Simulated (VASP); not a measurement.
# B6P7 in VASP: notebook, part 2 of 2

VASP 6.6.1. Earlier steps stand in the parts before.

## Step 4: Single point, PBE

Input file INCAR:

```
SYSTEM = B6P7
PREC = Accurate
ENCUT = 520
EDIFF = 1E-6
ISMEAR = -1
SIGMA = 0.3447
LREAL = Auto
LASPH = .TRUE.
NELM = 80
ALGO = Normal
ISIF = 2
LWAVE = .FALSE.
LCHARG = .FALSE.
GGA = PE
ISYM = 0
NBANDS = 72
```

Input file KPOINTS:

```
Automatic mesh
0
Gamma
  1 1 1
  0.25 0.25 0.25
```

Input file POSCAR:

```
B6P7
1.0
    7.0133910000      0.4643600000      0.0424130000
    0.4643600000      7.2659330000      0.0942560000
    0.0424130000      0.0942560000      7.1824730000
P B
14 12
Direct
    0.9393831703      0.2377312644      0.2402244107
    0.9135152194      0.6363137127      0.2385340946
   -0.4408989895      0.2415273601      0.6578492458
    0.2599573162      0.1603924445      0.9531007607
    0.8599731348      0.3983710650      0.6659884550
    0.4349161178     -0.0109197591      0.5465284945
    0.0139991840      0.9489988872      0.3079274246
    1.0616626597     -0.1767406859      0.6259156939
    0.0443882912      1.0586465316      0.8333165432
    0.3926619744      0.4757476408     -0.0305126162
    0.0371364713      0.5106443258      0.4888267090
   -0.0315934798      0.6366028861      0.9148259009
    0.4292501692      0.6405000845      0.3424682887
    0.6949670724      0.0054572187      0.3919570580
    0.6110611962     -0.1761473609      0.8868671009
    0.6954543457      0.6154060408      0.3818829508
   -0.2991374182      0.6072211047      0.8095037855
   -0.4165218951      0.0426721748     -0.0839209789
    0.3892474858      0.9559184785      0.0486379544
    0.2054318970      0.7812120770      0.1466329343
   -0.0445092491      0.8804578795      0.0966766367
    0.3793173544      0.2023493286      0.4055394813
    0.4881357196      0.1245110213      0.2280762892
    0.5748346667      0.2447955784      0.0360136523
    0.3532370613      0.4174311217      0.4618408964
    0.3502875459      0.4026758067      0.6947148487
```

Potentials or basis: VASP PAW PBE potentials, release 64 (P, B).

Started as:

```
$ cat potpaw_PBE.64/P/POTCAR potpaw_PBE.64/B/POTCAR > POTCAR
$ mpirun -np 1 vasp_std > vasp.out
```

OUTCAR:

```text
SYSTEM = B6P7
   PREC = Accurate
   ENCUT = 520
   EDIFF = 1E-6
   ISMEAR = -1
   LREAL = Auto
   LASPH = .TRUE.
   NELM = 80
   ISIF = 2
   GGA = PE
   ISYM = 0

 ion  position               nearest neighbor table
   1  0.939  0.238  0.240-   7 2.14  14 2.76  11 2.86   2 2.88
   2  0.914  0.636  0.239-  16 1.86  21 2.08  11 2.14  12 2.35  20 2.50   7 2.53   1 2.88
   3  0.559  0.242  0.658-  26 1.78  22 2.27  25 2.28   6 2.30  18 2.32   5 2.53  14 2.69
   4  0.260  0.160  0.953-  19 1.77   9 1.99  18 2.34  24 2.46  23 2.55  10 2.59
   5  0.860  0.398  0.666-  11 2.00  17 2.06   3 2.53  12 2.71   9 2.88
   6  0.435  0.989  0.547-  22 1.83  14 2.14   3 2.30  23 2.51
   7  0.014  0.949  0.308-  21 1.68  20 2.06   1 2.14  14 2.30   8 2.45   2 2.53
   8  0.062  0.823  0.626-   9 2.29   7 2.45  11 2.53  12 2.58
   9  0.044  0.059  0.833-   4 1.99   8 2.29  21 2.39   5 2.88
  10  0.393  0.476  0.969-  24 2.03  26 2.09   4 2.59
  11  0.037  0.511  0.489-   5 2.00   2 2.14  25 2.24   8 2.53  16 2.55   1 2.86
  12  0.968  0.637  0.915-  17 2.07  21 2.22   2 2.35   8 2.58   5 2.71
  13  0.429  0.641  0.342-  16 1.88  25 1.95  20 2.25
  14  0.695  0.005  0.392-  23 1.98   6 2.14   7 2.30  22 2.48   3 2.69   1 2.76
  15  0.611  0.824  0.887-  18 1.60  17 1.72  19 2.08
  16  0.695  0.615  0.382-   2 1.86  13 1.88  11 2.55
  17  0.701  0.607  0.810-  15 1.72   5 2.06  12 2.07
  18  0.583  0.043  0.916-  15 1.60  24 1.72  19 1.82   3 2.32   4 2.34
  19  0.389  0.956  0.049-   4 1.77  18 1.82  23 1.99  20 2.03  15 2.08
  20  0.205  0.781  0.147-  21 1.85  19 2.03   7 2.06  13 2.25   2 2.50
  21  0.955  0.880  0.097-   7 1.68  20 1.85   2 2.08  12 2.22   9 2.39
  22  0.379  0.202  0.406-  23 1.56  25 1.61   6 1.83   3 2.27  14 2.48
  23  0.488  0.125  0.228-  22 1.56  24 1.76  14 1.98  19 1.99   6 2.51   4 2.55
  24  0.575  0.245  0.036-  18 1.72  23 1.76  10 2.03   4 2.46
  25  0.353  0.417  0.462-  22 1.61  26 1.67  13 1.95  11 2.24   3 2.28
  26  0.350  0.403  0.695-  25 1.67   3 1.78  10 2.09

IMPORTANT INFORMATION: All symmetrisations will be switched off!
NOSYMM: (Re-)initialisation of all symmetry stuff for point group C_1.

----------------------------------------------------------------------------------------

                                     Primitive cell

  volume of cell :     364.3900

  direct lattice vectors                    reciprocal lattice vectors
     7.013391000  0.464360000  0.042413000     0.143194064 -0.009142006 -0.000725600
     0.464360000  7.265933000  0.094256000    -0.009142006  0.138235665 -0.001760090
     0.042413000  0.094256000  7.182473000    -0.000725600 -0.001760090  0.139255194

  length of vectors
     7.028874902  7.281366408  7.183216651     0.143487430  0.138548812  0.139268207

  position of ions in fractional coordinates (direct lattice)
     0.939383170  0.237731264  0.240224411
     0.913515219  0.636313713  0.238534095
     0.559101011  0.241527360  0.657849246
     0.259957316  0.160392444  0.953100761
     0.859973135  0.398371065  0.665988455
     0.434916118  0.989080241  0.546528495
[... 18 lines left out ...]
     0.353237061  0.417431122  0.461840896
     0.350287546  0.402675807  0.694714849

  ion indices of the primitive-cell ions
   primitive index   ion index
                 1           1
                 2           2
                 3           3
                 4           4
                 5           5
                 6           6
[... 18 lines left out ...]
                25          25
                26          26

----------------------------------------------------------------------------------------

 KPOINTS: Automatic mesh

Automatic generation of k-mesh.
 Grid dimensions read from file:
 generate k-points for:    1    1    1

 Generating k-lattice:

  Cartesian coordinates                     Fractional coordinates (reciprocal lattice)
     0.143194064 -0.009142006 -0.000725600     1.000000000  0.000000000 -0.000000000
    -0.009142006  0.138235665 -0.001760090     0.000000000  1.000000000  0.000000000
    -0.000725600 -0.001760090  0.139255194    -0.000000000  0.000000000  1.000000000

  Length of vectors
     0.143487430  0.138548812  0.139268207

  Shift w.r.t. Gamma in fractional coordinates (k-lattice)
     0.250000000  0.250000000  0.250000000

 Subroutine IBZKPT returns following result:
 ===========================================

 Found      1 irreducible k-points:

 Following reciprocal coordinates:
            Coordinates               Weight
  0.250000  0.250000  0.250000      2.000000
   k-points           NKPTS =      1   k-points in BZ     NKDIM =      1   number of bands    NBANDS=     72
   number of dos      NEDOS =    301   number of ions     NIONS =     26
   total plane-waves  NPLWV = 157464
   dimension x,y,z NGX =    54 NGY =   54 NGZ =   54
   dimension x,y,z NGXF=   108 NGYF=  108 NGZF=  108
   ions per type =              14  12
   NGX,Y,Z   is equivalent  to a cutoff of  12.77, 12.33, 12.50 a.u.
   NGXF,Y,Z  is equivalent  to a cutoff of  25.54, 24.66, 25.00 a.u.
 SYSTEM =  B6P7
   PREC   = accura    normal or accurate (medium, high low for compatibility)
   ISTART =      0    job   : 0-new  1-cont  2-samecut
   ICHARG =      2    charge: 1-file 2-atom 10-const
   ISPIN  =      1    spin polarized calculation?
   LNONCOLLINEAR =      F non collinear calculations
   LSORBIT =      F    spin-orbit coupling
   LASPH  =      T    aspherical Exc in radial PAW
   ENCUT  =  520.0 eV  38.22 Ry    6.18 a.u.  13.07 13.54 13.36*2*pi/ulx,y,z
   NELM   =     80;   NELMIN=  2; NELMDL= -5     # of ELM steps
   EDIFF  = 0.1E-05   stopping-criterion for ELM
   LREAL  =      T    real-space projection
   EDIFFG = 0.1E-04   stopping-criterion for IOM
   NSW    =      0    number of steps for IOM
   IBRION =     -1    ionic relax: 0-MD 1-quasi-New 2-CG
   NFREE  =      0    steps in history (QN), initial steepest desc. (CG)
   ISIF   =      2    stress and relaxation
   ISYM   =      0    0-nonsym 1-usesym 2-fastsym
   POTIM  = 0.5000    time-step for ionic-motion
   TEBEG  =    0.0;   TEEND  =   0.0 temperature during run
   PSTRESS=    0.0 pullay stress
   NELECT =     106.0000    total number of electrons
   NUPDOWN=      -1.0000    fix difference up-down
   EMIN   =  10.00;   EMAX   =-10.00  energy-range for DOS
   EFERMI =   0.00;   METHOD = LEGACY
   ISMEAR =    -1;   SIGMA  =   0.34  broadening in eV -4-tet -1-fermi 0-gaus
   EFERMI_NEDOS =   21; number of points for ismear=-14 and -15
   IALGO  =     38    algorithm
   IMIX   =      4    mixing-type and parameters
     AMIX     =   0.40;   BMIX     =  1.00
     AMIX_MAG =   1.60;   BMIX_MAG =  1.00
  volume/ion in A,a.u.               =      14.01        94.58
  Fermi-wavevector in a.u.,A,eV,Ry     =   1.084729  2.049841 16.009122  1.176637
  Thomas-Fermi vector in A             =   2.220826
   LORBIT       =      0    0 simple, 1 ext, 2 COOP (PROOUT), +10 PAW based schemes
   GGA     = PE    functional components
[... 5 lines left out ...]
 non-spin polarized calculation
  energy-cutoff  :      520.00
  volume of cell :      364.39
 maximum number of plane-waves:      9824
 NGX is ok and might be reduce to    54
   NGX = 27   NGY = 27   NGZ = 27

 number of electron     105.9999999 magnetization

 Free energy of the ion-electron system (eV)
  ---------------------------------------------------
  ext. energy  EPLUGINS =         0.00000000
  ---------------------------------------------------
  free energy    TOTEN  =      -132.35335967 eV

  energy without entropy =     -128.20600737  energy(sigma->0) =     -130.27968352

 E-fermi :   5.9057     XC(G=0): -10.2410

 val. band max:        5.7777714360   @ k =   0.2500   0.2500   0.2500
 cond. band min:       6.0230175380   @ k =   0.2500   0.2500   0.2500
 fundamental gap:      0.2452461020
 Fermi energy:         5.9056901349

 k-point     1 :       0.2500    0.2500    0.2500
  band No.  band energies     occupation
      1      -9.7669      2.00000
      2      -9.1315      2.00000
      3      -8.4638      2.00000
      4      -8.3425      2.00000
      5      -7.1782      2.00000
      6      -6.7600      2.00000
[... 57 lines left out ...]
     64       7.8589      0.00690
     65       8.2754      0.00207
 [bands above 65 left out]

------------------------ aborting loop because EDIFF is reached ----------------------------------------

  FORCE on cell =-STRESS in cart. coord.  units (eV):
  Direction    XX          YY          ZZ          XY          YZ          ZX
  --------------------------------------------------------------------------------------
  -------------------------------------------------------------------------------------
  Total        3.8874774      3.8697995     20.0820997     -0.0635537     -7.0537194     -1.3736796
  in kB       17.0927534     17.0150257     88.2984873     -0.2794378    -31.0143245     -6.0398978
  external PRESSURE =      40.8020888 kB  Pullay stress =       0.0000000 kB

 VOLUME and BASIS-vectors are now :
 -----------------------------------------------------------------------------
  energy-cutoff  :      520.00
  volume of cell :      364.39
      direct lattice vectors                 reciprocal lattice vectors
     7.013391000  0.464360000  0.042413000     0.143194064 -0.009142006 -0.000725600
     0.464360000  7.265933000  0.094256000    -0.009142006  0.138235665 -0.001760090
     0.042413000  0.094256000  7.182473000    -0.000725600 -0.001760090  0.139255194

 POSITION                                       TOTAL-FORCE (eV/Angst)
 -----------------------------------------------------------------------------------
      6.70884      2.18619      1.78766         0.230220      0.955604     -0.355300
      6.71244      5.07010      1.81199        -0.660938     -0.580926     -1.265504
      4.06125      2.07655      4.77146         1.198428     -1.859225     -0.252239
      1.93809      1.37595      6.87176         0.246431      2.808805      0.318920
      6.24456      3.35665      4.85747        -2.760631     -0.366175      2.184181
      3.53271      7.44006      4.03710        -0.889554     -2.005715      2.493269
[... 18 lines left out ...]
      2.69082      3.24059      3.37149        -1.391699      1.900937      0.675277
      2.67316      3.15396      5.04258        -0.713133      1.823403      2.222027
 -----------------------------------------------------------------------------------
    total drift:                                0.007855     -0.004312      0.001046

  FREE ENERGIE OF THE ION-ELECTRON SYSTEM (eV)
  ---------------------------------------------------
  free  energy   TOTEN  =      -132.3533596716 eV

  energy  without entropy=     -128.2060073662  energy(sigma->0) =     -130.27968352
```

It took 82 s on 1 thread of Intel Xeon Platinum 8259CL at 2.50GHz (Skylake/Cascade Lake), shared host; peak memory 0.41 GiB.

What came out:

- Free energy: -132.3534 eV
- Pressure: 4.1 GPa
- Largest force: 6.250 eV/Å
- Band gap on the k mesh: 0.25 eV

Forces in eV/Å, atoms in the order of the input:
```
P    0.230  0.956 -0.355
P   -0.661 -0.581 -1.266
P    1.198 -1.859 -0.252
P    0.246  2.809  0.319
P   -2.761 -0.366  2.184
P   -0.890 -2.006  2.493
P    1.536  1.924  3.993
P    0.036 -0.495  0.732
P   -3.301 -1.087 -1.046
P    0.758 -0.600 -1.361
P    3.039  0.465 -1.275
P   -0.282  1.144  0.763
P   -0.626 -0.620  0.120
P   -0.304 -0.145 -0.771
B   -0.133 -1.200 -0.659
B   -0.762  0.233 -0.557
B    0.121  1.310  0.746
B    0.069  0.826 -0.362
B    0.809 -2.749  1.899
B    2.901  1.493 -0.159
B   -0.042 -2.789 -5.593
B   -0.785  1.219  0.118
B    2.233 -1.735 -2.897
B   -0.526  0.129  0.291
B   -1.392  1.901  0.675
B   -0.713  1.823  2.222
```

Caveat: the k points lie up to 0.90 Å⁻¹ apart.
